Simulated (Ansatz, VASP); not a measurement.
**Two plane-wave programs on Be2Se**

```
Be Se
1.0
     3.66345    0.00000    0.00000
    -1.83173    3.17264    0.00000
     0.00000    0.00000    3.43376
Be Se
2 1
Direct
  0.66667 0.33333 0.50000
  0.33333 0.66667 0.50000
  0.00000 0.00000 0.00000
```

Change from the starting cell: species swapped into the TlBi2 type (P6/mmm, No. 191).

Alike in both runs: functional PBE; k mesh 12 × 12 × 14; occupations gaussian, width 0.1 eV; no spin polarisation.

Ansatz relaxed the structure, and its values are those at the end. VASP's run is a single point on that final structure, the one shown.

```csv
,VASP,Ansatz
version,VASP 6.6.1,Ansatz 0.2.0
potentials or method,"VASP PAW PBE potentials, release 64 (Be, Se), cutoff 520 eV","scalar-relativistic, plane waves, PAW"
valence electrons in the cell,10,20
```

|  | VASP | Ansatz | Ansatz less VASP |
| --- | --- | --- | --- |
| gap on the k mesh at the Fermi level (eV) | none | none | - |
| pressure (GPa) | 0.1 | 0.0 | -0.07 |

A gap of «none» marks a metal or a gap that the smearing closes. VASP's potentials hold 10 valence electrons a cell and Ansatz's 20, so a difference there can come from the potentials and not from the codes.
